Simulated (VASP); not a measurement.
# HfO2 (Fm-3m) in VASP: a series of runs, part 2 of 2

VASP 6.6.1.

**4. Single point, PBE**

This run uses another cell than the first one, of 11.04 Å³/atom, 0.990 times its volume.

File INCAR:

```
SYSTEM = HfO2
ALGO     = Normal         ! electronic algorithm
EDIFF    = 1E-6           ! SCF threshold, eV
ENCUT    = 520            ! plane-wave cutoff, eV
GGA      = PE             ! functional
ISIF     = 2              ! what is computed and relaxed
ISMEAR   = 0              ! smearing method
LASPH    = .TRUE.         ! aspherical terms in the spheres
LCHARG   = .FALSE.        ! write CHGCAR
LREAL    = .FALSE.        ! projectors in reciprocal space
LWAVE    = .FALSE.        ! write WAVECAR
NBANDS   = 18             ! bands
NELM     = 80             ! most SCF steps
PREC     = Accurate       ! precision mode
SIGMA    = 0.01           ! smearing width, eV
```

File KPOINTS:

```
k-points
0
G
  8 8 8
  0 0 0
```

File POSCAR:

```
HfO2
1.0
    0.0000000000      2.5488057759      2.5488057759
    2.5488057759      0.0000000000      2.5488057759
    2.5488057759      2.5488057759      0.0000000000
Hf O
1 2
Direct
    0.0000000000      0.0000000000      0.0000000000
    0.2500000000      0.2500000000      0.2500000000
    0.7500000000      0.7500000000      0.7500000000
```

Potentials or basis: VASP PAW PBE potentials, release 64 (Hf_pv, O).

Command:

```sh
$ cat potpaw_PBE.64/Hf_pv/POTCAR potpaw_PBE.64/O/POTCAR > POTCAR
$ mpirun -np 1 vasp_std > vasp.out
```

OUTCAR:

```text
SYSTEM = HfO2
   EDIFF = 1E-6
   ENCUT = 520
   GGA = PE
   ISIF = 2
   ISMEAR = 0
   LASPH = .TRUE.
   LREAL = .FALSE.
   NELM = 80
   PREC = Accurate

 ion  position               nearest neighbor table
   1  0.000  0.000  0.000-   3 2.21   3 2.21   3 2.21   2 2.21   3 2.21   2 2.21   2 2.21   2 2.21

   2  0.250  0.250  0.250-   1 2.21   1 2.21   1 2.21   1 2.21
   3  0.750  0.750  0.750-   1 2.21   1 2.21   1 2.21   1 2.21

  LATTYP: Found a face centered cubic cell.
 ALAT       =     5.0976115518

  Lattice vectors:

 A1 = (   0.0000000000,   2.5488057759,   2.5488057759)
 A2 = (   2.5488057759,   0.0000000000,   2.5488057759)
 A3 = (   2.5488057759,   2.5488057759,   0.0000000000)

Analysis of symmetry for initial positions (statically):
=====================================================================
 Subroutine PRICEL returns:
 Original cell was already a primitive cell.

 Routine SETGRP: Setting up the symmetry group for a
 face centered cubic supercell.

 Subroutine GETGRP returns: Found 48 space group operations
 (whereof 48 operations were pure point group operations)
 out of a pool of 48 trial point group operations.

The static configuration has the point symmetry O_h .

Analysis of symmetry for dynamics (positions and initial velocities):
=====================================================================
 Subroutine PRICEL returns:
 Original cell was already a primitive cell.

 Routine SETGRP: Setting up the symmetry group for a
 face centered cubic supercell.

 Subroutine GETGRP returns: Found 48 space group operations
 (whereof 48 operations were pure point group operations)
 out of a pool of 48 trial point group operations.

The dynamic configuration has the point symmetry O_h .

 Subroutine INISYM returns: Found 48 space group operations
 (whereof 48 operations are pure point group operations),
 and found     1 'primitive' translations

----------------------------------------------------------------------------------------

                                     Primitive cell

  volume of cell :      33.1162

  direct lattice vectors                    reciprocal lattice vectors
     0.000000000  2.548805776  2.548805776    -0.196170302  0.196170302  0.196170302
     2.548805776  0.000000000  2.548805776     0.196170302 -0.196170302  0.196170302
     2.548805776  2.548805776  0.000000000     0.196170302  0.196170302 -0.196170302

  length of vectors
     3.604555696  3.604555696  3.604555696     0.339776931  0.339776931  0.339776931

  position of ions in fractional coordinates (direct lattice)
     0.000000000  0.000000000  0.000000000
     0.250000000  0.250000000  0.250000000
     0.750000000  0.750000000  0.750000000

  ion indices of the primitive-cell ions
   primitive index   ion index
                 1           1
                 2           2
                 3           3

----------------------------------------------------------------------------------------

 KPOINTS: k-points

Automatic generation of k-mesh.
 Grid dimensions read from file:
 generate k-points for:    8    8    8

 Generating k-lattice:

  Cartesian coordinates                     Fractional coordinates (reciprocal lattice)
    -0.024521288  0.024521288  0.024521288     0.125000000  0.000000000  0.000000000
     0.024521288 -0.024521288  0.024521288     0.000000000  0.125000000  0.000000000
     0.024521288  0.024521288 -0.024521288     0.000000000  0.000000000  0.125000000

  Length of vectors
     0.042472116  0.042472116  0.042472116

  Shift w.r.t. Gamma in fractional coordinates (k-lattice)
     0.000000000  0.000000000  0.000000000

 Subroutine IBZKPT returns following result:
 ===========================================

 Found     29 irreducible k-points:

 Following reciprocal coordinates:
            Coordinates               Weight
  0.000000  0.000000  0.000000      1.000000
  0.125000  0.000000  0.000000      8.000000
  0.250000  0.000000  0.000000      8.000000
  0.375000  0.000000  0.000000      8.000000
  0.500000  0.000000  0.000000      4.000000
  0.125000  0.125000  0.000000      6.000000
[... 16 lines left out ...]
  0.500000  0.250000  0.125000     48.000000
 -0.375000  0.250000  0.125000     24.000000
 [... further k-points ...]
   k-points           NKPTS =     29   k-points in BZ     NKDIM =     29   number of bands    NBANDS=     18
   number of dos      NEDOS =    301   number of ions     NIONS =      3
   total plane-waves  NPLWV =  21952
   dimension x,y,z NGX =    28 NGY =   28 NGZ =   28
   dimension x,y,z NGXF=    56 NGYF=   56 NGZF=   56
   ions per type =               1   2
   NGX,Y,Z   is equivalent  to a cutoff of  12.91, 12.91, 12.91 a.u.
   NGXF,Y,Z  is equivalent  to a cutoff of  25.83, 25.83, 25.83 a.u.
 SYSTEM =  HfO2
   PREC   = accura    normal or accurate (medium, high low for compatibility)
   ISTART =      0    job   : 0-new  1-cont  2-samecut
   ICHARG =      2    charge: 1-file 2-atom 10-const
   ISPIN  =      1    spin polarized calculation?
   LNONCOLLINEAR =      F non collinear calculations
   LSORBIT =      F    spin-orbit coupling
   LASPH  =      T    aspherical Exc in radial PAW
   ENCUT  =  520.0 eV  38.22 Ry    6.18 a.u.   6.70  6.70  6.70*2*pi/ulx,y,z
   NELM   =     80;   NELMIN=  2; NELMDL= -5     # of ELM steps
   EDIFF  = 0.1E-05   stopping-criterion for ELM
   LREAL  =      F    real-space projection
   EDIFFG = 0.1E-04   stopping-criterion for IOM
   NSW    =      0    number of steps for IOM
   IBRION =     -1    ionic relax: 0-MD 1-quasi-New 2-CG
   NFREE  =      0    steps in history (QN), initial steepest desc. (CG)
   ISIF   =      2    stress and relaxation
   ISYM   =      2    0-nonsym 1-usesym 2-fastsym
   POTIM  = 0.5000    time-step for ionic-motion
   TEBEG  =    0.0;   TEEND  =   0.0 temperature during run
   PSTRESS=    0.0 pullay stress
   NELECT =      22.0000    total number of electrons
   NUPDOWN=      -1.0000    fix difference up-down
   EMIN   =  10.00;   EMAX   =-10.00  energy-range for DOS
   EFERMI =   0.00;   METHOD = LEGACY
   ISMEAR =     0;   SIGMA  =   0.01  broadening in eV -4-tet -1-fermi 0-gaus
   EFERMI_NEDOS =   21; number of points for ismear=-14 and -15
   IALGO  =     38    algorithm
   IMIX   =      4    mixing-type and parameters
     AMIX     =   0.40;   BMIX     =  1.00
     AMIX_MAG =   1.60;   BMIX_MAG =  1.00
  volume/ion in A,a.u.               =      11.04        74.49
  Fermi-wavevector in a.u.,A,eV,Ry     =   1.428463  2.699404 27.762775  2.040506
  Thomas-Fermi vector in A             =   2.548522
   LORBIT       =      0    0 simple, 1 ext, 2 COOP (PROOUT), +10 PAW based schemes
   GGA     = PE    functional components
   LHFCALC =     F    Hartree Fock is set to
   AEXX    =    0.0000 exact exchange contribution
   IVDW    =     0    specifies the selected vdW correction
   LEPSILON=     F    determine dielectric tensor
   LRPA    =     F    only Hartree local field effects (RPA)
 non-spin polarized calculation
 Gauss-broadening in eV      SIGMA  =   0.01
  energy-cutoff  :      520.00
  volume of cell :       33.12
 maximum number of plane-waves:       911
   NGX = 13   NGY = 13   NGZ = 13

 number of electron      21.9999992 magnetization

 Free energy of the ion-electron system (eV)
  ---------------------------------------------------
  ext. energy  EPLUGINS =         0.00000000
  ---------------------------------------------------
  free energy    TOTEN  =       -30.24335913 eV

  energy without entropy =      -30.24335913  energy(sigma->0) =      -30.24335913

 E-fermi :   4.2543     XC(G=0): -11.7517

 val. band max:        4.1404621457   @ k =   0.5000   0.5000   0.0000
 cond. band min:       7.8977532174   @ k =   0.5000   0.5000   0.0000
 fundamental gap:      3.7572910717
 Fermi energy:         4.2543277601

 k-point     1 :       0.0000    0.0000    0.0000
  band No.  band energies     occupation
      1     -25.6225      2.00000
      2     -25.6225      2.00000
      3     -25.6225      2.00000
      4     -14.4908      2.00000
      5     -11.5385      2.00000
      6      -1.1027      2.00000
[... 10 lines left out ...]
     17      14.3582      0.00000
     18      17.5353      0.00000
[... 463 lines left out ...]
 k-point    24 :      -0.3750    0.2500    0.1250
  band No.  band energies     occupation
      1     -25.9675      2.00000
      2     -25.7832      2.00000
      3     -25.6943      2.00000
      4     -12.9427      2.00000
      5     -12.4221      2.00000
      6      -0.6063      2.00000
[... 10 lines left out ...]
     17      15.0267      0.00000
     18      16.9701      0.00000

 [... further k-points ...]
[... 5 lines left out ...]
  --------------------------------------------------------------------------------------
  -------------------------------------------------------------------------------------
  Total       -0.7495575     -0.7495575     -0.7495575     -0.0000000      0.0000000      0.0000000
  in kB      -36.2639666    -36.2639666    -36.2639666     -0.0000000      0.0000000      0.0000000
  external PRESSURE =     -36.2639666 kB  Pullay stress =       0.0000000 kB

 VOLUME and BASIS-vectors are now :
 -----------------------------------------------------------------------------
  energy-cutoff  :      520.00
  volume of cell :       33.12
      direct lattice vectors                 reciprocal lattice vectors
     0.000000000  2.548805776  2.548805776    -0.196170302  0.196170302  0.196170302
     2.548805776  0.000000000  2.548805776     0.196170302 -0.196170302  0.196170302
     2.548805776  2.548805776  0.000000000     0.196170302  0.196170302 -0.196170302

 POSITION                                       TOTAL-FORCE (eV/Angst)
 -----------------------------------------------------------------------------------
      0.00000      0.00000      0.00000         0.000000      0.000000      0.000000
      1.27440      1.27440      1.27440        -0.000000      0.000000     -0.000000
      3.82321      3.82321      3.82321         0.000000     -0.000000      0.000000
 -----------------------------------------------------------------------------------
    total drift:                                0.000000      0.000000      0.000000

  FREE ENERGIE OF THE ION-ELECTRON SYSTEM (eV)
  ---------------------------------------------------
  free  energy   TOTEN  =       -30.2433591286 eV

  energy  without entropy=      -30.2433591286  energy(sigma->0) =      -30.24335913
```

Wall time 8.8 s (1 thread of Intel Xeon 6975P-C (Granite Rapids), shared host); peak memory 0.16 GiB.

Results:

| Property | Result |
| --- | --- |
| Free energy | -30.2434 eV |
| Pressure | -3.6 GPa |
| Band gap on the k mesh | 3.76 eV, direct |

Caveat: spin-orbit coupling is left out, which moves the levels of the heavy elements. PBE gaps usually lie below the measured ones, often by a third to a half.

**5. Overview**

| cell | k mesh | smearing | gap on the mesh (eV) | pressure (GPa) |
| --- | --- | --- | --- | --- |
| a = 3.617 Å, angles 60.0°, 3 atoms | 6 × 6 × 6 | gaussian 0.1 eV | 3.73 | -6.0 |
| a = 3.605 Å, angles 60.0°, 3 atoms | 8 × 8 × 8 | gaussian 0.02 eV | 3.76 | -3.6 |
| a = 3.605 Å, angles 60.0°, 3 atoms | 8 × 8 × 8 | gaussian 0.01 eV | 3.76 | -3.6 |

Alike in all rows: task single point; level PBE; potentials or basis VASP PAW PBE potentials, release 64 (Hf_pv, O); no spin polarisation; cutoff (eV) 520.

Caveats: spin-orbit coupling is left out, which moves the levels of the heavy elements.

Absolute energies hang on the potentials; compare differences alone.
